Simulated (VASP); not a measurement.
# TaN (Fm-3m) in VASP: further runs, part 2 of 2

VASP 6.6.1. The steps go on from the part before.

## Step 3: Single point, PBE0

This run uses another cell than the first one, of 10.38 Å³/atom.

Contents of POSCAR:

```
TaN
1.0
    0.0000000000      2.1814365931      2.1814365931
    2.1814365931      0.0000000000      2.1814365931
    2.1814365931      2.1814365931      0.0000000000
Ta N
1 1
Direct
    0.5000000000      0.5000000000      0.5000000000
    0.0000000000      0.0000000000      0.0000000000
```

Contents of INCAR.step1:

```
PREC     = Accurate       # precision mode
ENCUT    = 520            # plane-wave cutoff, eV
EDIFF    = 1E-5           # SCF threshold, eV
ISMEAR   = -1             # smearing method
SIGMA    = 0.05           # smearing width, eV
LREAL    = False          # projectors in reciprocal space
LASPH    = True           # aspherical terms in the spheres
NELM     = 60             # most SCF steps
ALGO     = Normal         # electronic algorithm
ISIF     = 2              # what is computed and relaxed
LWAVE    = True           # write WAVECAR
LCHARG   = False          # write CHGCAR
NBANDS   = 15             # bands
GGA      = PE             # functional
```

Contents of INCAR.step2:

```
PREC     = Accurate       # precision mode
ENCUT    = 520            # plane-wave cutoff, eV
EDIFF    = 1E-6           # SCF threshold, eV
ISMEAR   = -1             # smearing method
SIGMA    = 0.05           # smearing width, eV
LREAL    = False          # projectors in reciprocal space
LASPH    = True           # aspherical terms in the spheres
NELM     = 60             # most SCF steps
ALGO     = Normal         # electronic algorithm
ISIF     = 2              # what is computed and relaxed
LWAVE    = False          # write WAVECAR
LCHARG   = False          # write CHGCAR
GGA      = PE             # functional
LHFCALC  = True           # exact exchange
AEXX     = 0.25           # exact-exchange fraction
PRECFOCK = Normal       
NBANDS   = 15             # bands
ISTART   = 1
```

Contents of KPOINTS:

```
Automatic mesh
0
Gamma
  6 6 6
```

Potentials or basis: VASP PAW PBE potentials, release 64 (Ta_pv, N).

Run with:

```bash
$ cat potpaw_PBE.64/Ta_pv/POTCAR potpaw_PBE.64/N/POTCAR > POTCAR
$ cp INCAR.step1 INCAR
$ mpirun -np 1 vasp_std > vasp.out
$ cp INCAR.step2 INCAR
$ mpirun -np 1 vasp_std > vasp.out
```

OUTCAR:

```text
PREC = Accurate
   ENCUT = 520
   EDIFF = 1E-6
   ISMEAR = -1
   LREAL = False
   LASPH = True
   NELM = 60
   ISIF = 2
   GGA = PE
   LHFCALC = True
   AEXX = 0.25
   PRECFOCK = Normal
   ISTART = 1

 ion  position               nearest neighbor table
   1  0.500  0.500  0.500-   2 2.18   2 2.18   2 2.18   2 2.18   2 2.18   2 2.18
   2  0.000  0.000  0.000-   1 2.18   1 2.18   1 2.18   1 2.18   1 2.18   1 2.18

  LATTYP: Found a face centered cubic cell.
 ALAT       =     4.3628731862

  Lattice vectors:

 A1 = (   0.0000000000,   2.1814365931,   2.1814365931)
 A2 = (   2.1814365931,   0.0000000000,   2.1814365931)
 A3 = (   2.1814365931,   2.1814365931,   0.0000000000)

Analysis of symmetry for initial positions (statically):
=====================================================================
 Subroutine PRICEL returns:
 Original cell was already a primitive cell.

 Routine SETGRP: Setting up the symmetry group for a
 face centered cubic supercell.

 Subroutine GETGRP returns: Found 48 space group operations
 (whereof 48 operations were pure point group operations)
 out of a pool of 48 trial point group operations.

The static configuration has the point symmetry O_h .

Analysis of symmetry for dynamics (positions and initial velocities):
=====================================================================
 Subroutine PRICEL returns:
 Original cell was already a primitive cell.

 Routine SETGRP: Setting up the symmetry group for a
 face centered cubic supercell.

 Subroutine GETGRP returns: Found 48 space group operations
 (whereof 48 operations were pure point group operations)
 out of a pool of 48 trial point group operations.

The dynamic configuration has the point symmetry O_h .

 Subroutine INISYM returns: Found 48 space group operations
 (whereof 48 operations are pure point group operations),
 and found     1 'primitive' translations

----------------------------------------------------------------------------------------

                                     Primitive cell

  volume of cell :      20.7615

  direct lattice vectors                    reciprocal lattice vectors
     0.000000000  2.181436593  2.181436593    -0.229206754  0.229206754  0.229206754
     2.181436593  0.000000000  2.181436593     0.229206754 -0.229206754  0.229206754
     2.181436593  2.181436593  0.000000000     0.229206754  0.229206754 -0.229206754

  length of vectors
     3.085017215  3.085017215  3.085017215     0.396997743  0.396997743  0.396997743

  position of ions in fractional coordinates (direct lattice)
     0.500000000  0.500000000  0.500000000
     0.000000000  0.000000000  0.000000000

  ion indices of the primitive-cell ions
   primitive index   ion index
                 1           1
                 2           2

----------------------------------------------------------------------------------------

 KPOINTS: Automatic mesh

Automatic generation of k-mesh.
 Grid dimensions read from file:
 generate k-points for:    6    6    6

 Generating k-lattice:

[... 39 lines left out ...]
   ions per type =               1   1
   NGX,Y,Z   is equivalent  to a cutoff of  12.93, 12.93, 12.93 a.u.
   NGXF,Y,Z  is equivalent  to a cutoff of  25.87, 25.87, 25.87 a.u.
 SYSTEM =  unknown system
   PREC   = accura    normal or accurate (medium, high low for compatibility)
   ISTART =      1    job   : 0-new  1-cont  2-samecut
   ICHARG =      0    charge: 1-file 2-atom 10-const
   ISPIN  =      1    spin polarized calculation?
   LNONCOLLINEAR =      F non collinear calculations
   LSORBIT =      F    spin-orbit coupling
   LASPH  =      T    aspherical Exc in radial PAW
   ENCUT  =  520.0 eV  38.22 Ry    6.18 a.u.   5.74  5.74  5.74*2*pi/ulx,y,z
   NELM   =     60;   NELMIN=  2; NELMDL=  0     # of ELM steps
   EDIFF  = 0.1E-05   stopping-criterion for ELM
   LREAL  =      F    real-space projection
   EDIFFG = 0.1E-04   stopping-criterion for IOM
   NSW    =      0    number of steps for IOM
   IBRION =     -1    ionic relax: 0-MD 1-quasi-New 2-CG
   NFREE  =      0    steps in history (QN), initial steepest desc. (CG)
   ISIF   =      2    stress and relaxation
   ISYM   =      3    0-nonsym 1-usesym 2-fastsym
   POTIM  = 0.5000    time-step for ionic-motion
   TEBEG  =    0.0;   TEEND  =   0.0 temperature during run
   PSTRESS=    0.0 pullay stress
   NELECT =      16.0000    total number of electrons
   NUPDOWN=      -1.0000    fix difference up-down
   EMIN   =  10.00;   EMAX   =-10.00  energy-range for DOS
   EFERMI =   0.00;   METHOD = LEGACY
   ISMEAR =    -1;   SIGMA  =   0.05  broadening in eV -4-tet -1-fermi 0-gaus
   EFERMI_NEDOS =   21; number of points for ismear=-14 and -15
   IALGO  =     38    algorithm
   IMIX   =      1    mixing-type and parameters
     AMIX     =   0.40;   BMIX     =  1.00
     AMIX_MAG =   1.60;   BMIX_MAG =  1.00
  volume/ion in A,a.u.               =      10.38        70.05
  Fermi-wavevector in a.u.,A,eV,Ry     =   1.500936  2.836358 30.651334  2.252809
  Thomas-Fermi vector in A             =   2.612372
   LORBIT       =      0    0 simple, 1 ext, 2 COOP (PROOUT), +10 PAW based schemes
   GGA     = PE    functional components
   LHFCALC =     T    Hartree Fock is set to
   PRECFOCK=normal    Normal, Fast or Accurate (Low or Medium for compatibility)
   ENCUT4O =  -1.0   cutoff for four orbital integrals eV
   NKREDX  =     1    reduce k-point grid by
   NKREDY  =     1    reduce k-point grid by
   NKREDZ  =     1    reduce k-point grid by
   AEXX    =    0.2500 exact exchange contribution
   HFSCREEN=    0.0000 screening length (either q_TF or 0.3 A-1)
   HFSCREENC=   0.0000 screening length for correlation (either q_TF or 0.3 A-1)
   ENCUTFOCK=  -1.0 apply spherical cutoff to Coloumb kernel
   IVDW    =     0    specifies the selected vdW correction
   LEPSILON=     F    determine dielectric tensor
   LRPA    =     F    only Hartree local field effects (RPA)
 non-spin polarized calculation
  energy-cutoff  :      520.00
  volume of cell :       20.76
 maximum number of plane-waves:       568
  NGX = 18; NGY = 18; NGZ = 18

 number of electron      16.0000000 magnetization

 Free energy of the ion-electron system (eV)
  ---------------------------------------------------
  ext. energy  EPLUGINS =         0.00000000
  ---------------------------------------------------
  free energy    TOTEN  =       -27.21935442 eV

  energy without entropy =      -27.21720493  energy(sigma->0) =      -27.21827967

 E-fermi :   9.9093     XC(G=0): -10.6498

 val. band max:        9.8543648914   @ k =   0.3333   0.0000   0.0000
 cond. band min:      10.3085621611   @ k =   0.1667   0.1667   0.0000
 fundamental gap:      0.4541972697
 Fermi energy:         9.9093108004

 k-point     1 :       0.0000    0.0000    0.0000
  band No.  band energies     occupation
      1     -28.9541      2.00000
      2     -28.9541      2.00000
      3     -28.9541      2.00000
      4     -11.9991      2.00000
      5       4.8270      2.00000
      6       4.8270      2.00000
      7       4.8270      2.00000
      8       7.0054      2.00000
      9       7.0054      2.00000
     10       7.0054      2.00000
     11      10.6559      0.00000
     12      10.6559      0.00000
     13      12.5313      0.00000
     14      20.1017      0.00000
[... 257 lines left out ...]
      2     -29.4510      2.00000
      3     -29.3292      2.00000
      4     -10.0848      2.00000
      5       1.3698      2.00000
      6       1.4497      2.00000
      7       1.6850      2.00000
      8       7.0304      2.00000
      9      12.1691      0.00000
     10      14.5199      0.00000
     11      14.6828      0.00000
     12      16.0664      0.00000
     13      20.2176      0.00000
     14      21.8825      0.00000
     15      24.4685      0.00000

------------------------ aborting loop because EDIFF is reached ----------------------------------------

  FORCE on cell =-STRESS in cart. coord.  units (eV):
  Direction    XX          YY          ZZ          XY          YZ          ZX
  --------------------------------------------------------------------------------------
  -------------------------------------------------------------------------------------
  Total        0.6228214      0.6228214      0.6228214     -0.0000000      0.0000000     -0.0000000
  in kB       48.0636029     48.0636029     48.0636029     -0.0000000      0.0000000     -0.0000000
  external PRESSURE =      48.0636029 kB  Pullay stress =       0.0000000 kB

 VOLUME and BASIS-vectors are now :
 -----------------------------------------------------------------------------
  energy-cutoff  :      520.00
  volume of cell :       20.76
      direct lattice vectors                 reciprocal lattice vectors
     0.000000000  2.181436593  2.181436593    -0.229206754  0.229206754  0.229206754
     2.181436593  0.000000000  2.181436593     0.229206754 -0.229206754  0.229206754
     2.181436593  2.181436593  0.000000000     0.229206754  0.229206754 -0.229206754

 POSITION                                       TOTAL-FORCE (eV/Angst)
 -----------------------------------------------------------------------------------
      2.18144      2.18144      2.18144        -0.000000     -0.000000      0.000000
      0.00000      0.00000      0.00000         0.000000      0.000000     -0.000000
 -----------------------------------------------------------------------------------
    total drift:                                0.000000     -0.000001      0.000001

  FREE ENERGIE OF THE ION-ELECTRON SYSTEM (eV)
  ---------------------------------------------------
  free  energy   TOTEN  =       -27.2193544203 eV

  energy  without entropy=      -27.2172049260  energy(sigma->0) =      -27.21827967
```

It took 13 min on 1 thread of Intel Xeon 6975P-C (Granite Rapids), shared host; peak memory 0.15 GiB.

What came out:

```
Free energy            : -27.2194 eV
Pressure               : 4.8 GPa
Band gap on the k mesh : zero (bands 8 and 9 overlap by 5.56 eV)
```

Levels at points of the mesh, in eV from the Fermi level:
```
           k point  band 5  band 6  band 7  band 8  band 9  band 10  band 11  band 12
(0.00, 0.00, 0.00)   -5.08   -5.08   -5.08   -2.90   -2.90    -2.90     0.75     0.75
(0.50, 0.00, 0.00)  -12.51   -9.37   -9.37    2.66    2.66     2.78     4.47     9.22
(0.50, 0.50, 0.00)   -8.31   -6.93   -6.06   -6.06    3.06     4.60     4.60     5.94
```

Caveat: the k points lie up to 0.42 Å⁻¹ apart, too coarse for converged energies and pressures of a metal; the PAW data sets were made with another functional, which shifts forces and pressure a little; spin-orbit coupling is left out, which moves the levels of the heavy elements.

## Step 4: Single point, HSE06

This run uses another cell than the first one, of 11.03 Å³/atom.

Contents of POSCAR:

```
TaN
1.0
    0.0000000000      2.2259679500      2.2259679500
    2.2259679500      0.0000000000      2.2259679500
    2.2259679500      2.2259679500      0.0000000000
Ta N
1 1
Direct
    0.5000000000      0.5000000000      0.5000000000
    0.0000000000      0.0000000000      0.0000000000
```

Contents of INCAR.step1:

```
SYSTEM = TaN
PREC = Accurate
ENCUT = 520
EDIFF = 1E-5
ISMEAR = -1
SIGMA = 0.05
LREAL = .FALSE.
LASPH = .TRUE.
NELM = 80
ALGO = Normal
ISIF = 2
LWAVE = .TRUE.
LCHARG = .FALSE.
GGA = PE
NBANDS = 15
```

Contents of INCAR.step2:

```
SYSTEM = TaN
PREC = Accurate
ENCUT = 520
EDIFF = 1E-6
ISMEAR = -1
SIGMA = 0.05
LREAL = .FALSE.
LASPH = .TRUE.
NELM = 80
ALGO = Normal
ISIF = 2
LWAVE = .FALSE.
LCHARG = .FALSE.
GGA = PE
LHFCALC = .TRUE.
HFSCREEN = 0.2079
PRECFOCK = Normal
ISTART = 1
NBANDS = 15
```

Contents of KPOINTS:

```
Automatic mesh
0
G
  6 6 6
  0 0 0
```

Run with:

```bash
$ cat potpaw_PBE.64/Ta_pv/POTCAR potpaw_PBE.64/N/POTCAR > POTCAR
$ cp INCAR.step1 INCAR
$ mpirun -np 1 vasp_std > vasp.out
$ cp INCAR.step2 INCAR
$ mpirun -np 1 vasp_std > vasp.out
```

It took 16 min on 1 thread of Intel Xeon Platinum 8488C (Sapphire Rapids), shared host; peak memory 0.26 GiB.

Results (log left out):

| Property | Result |
| --- | --- |
| Free energy | -25.4563 eV |
| Pressure | -15.8 GPa |
| Band gap on the k mesh | zero (bands 8 and 9 overlap by 4.44 eV) |

Levels at points of the mesh, in eV from the Fermi level:
| k point | band 5 | band 6 | band 7 | band 8 | band 9 | band 10 | band 11 | band 12 |
| --- | --- | --- | --- | --- | --- | --- | --- | --- |
| (0.00, 0.00, 0.00) | -4.55 | -4.55 | -4.55 | -2.39 | -2.39 | -2.39 | 0.34 | 0.34 |
| (0.50, 0.00, 0.00) | -11.55 | -8.50 | -8.50 | 2.05 | 2.05 | 2.19 | 3.93 | 8.11 |
| (0.50, 0.50, 0.00) | -7.78 | -6.07 | -5.53 | -5.53 | 2.44 | 3.79 | 3.79 | 4.85 |

Caveat: the k points lie up to 0.41 Å⁻¹ apart, too coarse for converged energies and pressures of a metal; the PAW data sets were made with another functional, which shifts forces and pressure a little; spin-orbit coupling is left out, which moves the levels of the heavy elements.

## Step 5: Overview

```tsv
level	cell	screening parameter	gap on the mesh (eV)	pressure (GPa)
PBE0	a = 3.063 Å, angles 60.0°, 2 atoms	-	none	13.4
PBE0	a = 3.085 Å, angles 60.0°, 2 atoms	-	none	4.8
HSE06	a = 3.148 Å, angles 60.0°, 2 atoms	0.2079 1/Å	none	-15.8
```

Alike in all rows: task single point; potentials or basis VASP PAW PBE potentials, release 64 (Ta_pv, N); no spin polarisation; k mesh 6 × 6 × 6; cutoff (eV) 520; smearing fermi-dirac 0.05 eV.

Caveats: all runs use coarse meshes; the PAW data sets were made with another functional, which shifts forces and pressure a little; spin-orbit coupling is left out, which moves the levels of the heavy elements.

Total energies depend on the potentials used, so only differences within one code and one set of settings carry meaning.
